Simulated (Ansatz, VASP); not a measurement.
TaN: VASP beside Ansatz

INCAR

```
PREC = Accurate
ENCUT = 600
EDIFF = 1E-6
ISMEAR = 1
SIGMA = 0.05
LREAL = F
LASPH = T
NELM = 200
ALGO = Normal
ISIF = 2
LWAVE = F
LCHARG = F
ISPIN = 2
MAGMOM = 0 0
LORBIT = 11
LMAXMIX = 4
GGA = LIBXC
LIBXC1 = GGA_X_PBE
LIBXC2 = GGA_C_LYP
NBANDS = 19
GGA_COMPAT = F
```

Contents of KPOINTS:

```
regular mesh
0
Gamma
  10 10 10
```

The input POSCAR:

```
TaN
1.0
    0.0000000000      2.2113230000      2.2113230000
    2.2113230000      0.0000000000      2.2113230000
    2.2113230000      2.2113230000      0.0000000000
Ta N
1 1
Direct
    0.5000000000      0.5000000000      0.5000000000
    0.0000000000      0.0000000000      0.0000000000
```

File input.yaml:

```yaml
crystal:
  lattice: { a: 4.422646, b: 4.422646, c: 4.422646, alpha: 90.0, beta: 90.0, gamma: 90.0 }
  space_group: 225
  setting: { hermann_mauguin: Fm-3m }
  reduce_to_primitive: true
  atoms:
    - { symbol: Ta, position: [0.5, 0.0, 0.0], spin: 0.5 }
    - { symbol: "N", position: [0.0, 0.0, 0.0] }
kpoints:
  mp_grid: { grid: [10, 10, 10] }
scf:
  occupations: { method: cold, width: 0.05 }
hamiltonian:
  xc: { exchange: pbe, correlation: lyp }
  pseudopotentials:
    kind: all_electron
    lapw: { basis_error: 0.002 }
    dirac_shells: { Ta: ["4p", "4d"] }
magnetization:
  spin_polarized: true
output:
  forces: true
  stress: true
  eigenvalues: true
  populations: true
basis:
  ecutwfc: 260
```

Alike in both runs: functional pbe exchange, lyp correlation; k mesh 10 × 10 × 10; collinear spin.

|  | VASP | Ansatz |
| --- | --- | --- |
| version | VASP 6.6.1 | Ansatz 0.2.0 |
| potentials or method | VASP PAW PBE potentials, release 64 (Ta_pv, N), cutoff 600 eV | all-electron LAPW, inner shells corrected to Dirac's equation |
| occupations | methfessel-paxton of order 1, width 0.05 eV | cold, width 0.05 eV |
| task | single point | atomic charges |

```csv
,VASP,Ansatz,Ansatz less VASP
gap on the k mesh at the Fermi level (eV),none,none,-
pressure (GPa),11.2,10.8,-0.47
```

VASP's potentials were made for PBE, not for pbe exchange, lyp correlation. A gap of «none» marks a metal or a gap that the smearing closes. Ansatz ran all-electron here, and VASP with PAW potentials.

Spin-orbit coupling is off throughout.
